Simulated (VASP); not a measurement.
Here is a VASP 6.6.1 calculation.

Contents of INCAR:

```
SYSTEM = N
  ALGO = Normal
  EDIFF = 1E-6
  ENCUT = 520
  GGA = PS
  ISIF = 2
  ISMEAR = -1
  LASPH = .True.
  LCHARG = .False.
  LREAL = .False.
  LWAVE = .False.
  NBANDS = 30
  NELM = 80
  PREC = Accurate
  SIGMA = 0.05
```

Contents of KPOINTS:

```
k-points
0
Gamma
  5 5 5
  0 0 0
```

POSCAR

```
N
1.0
    5.4853663170      0.0000000000      0.0000000000
    0.0000000000      5.4853663170      0.0000000000
    0.0000000000      0.0000000000      5.4853663170
N
8
Direct
    0.0573973300      0.4426026700      0.5573973300
    0.4426026700      0.5573973300      0.0573973300
    0.5573973300      0.0573973300      0.4426026700
    0.9426026700      0.9426026700      0.9426026700
    0.9426026700      0.5573973300      0.4426026700
    0.5573973300      0.4426026700      0.9426026700
    0.4426026700      0.9426026700      0.5573973300
    0.0573973300      0.0573973300      0.0573973300
```

Potentials or basis: VASP PAW PBE potentials, release 64 (N).

Command:

```sh
$ cat potpaw_PBE.64/N/POTCAR > POTCAR
$ mpirun -np 1 vasp_std > vasp.out
```

(1) Estimate the pressure.

(2) Predict the band gap on the k mesh.

Answers

(1) 5.1 GPa.

(2) 7.29 eV, indirect (least direct gap 7.32 eV).

Caveat: the standard files for N, O and F lose accuracy on very short bonds; the PAW data sets were made with another functional, which shifts forces and pressure a little.
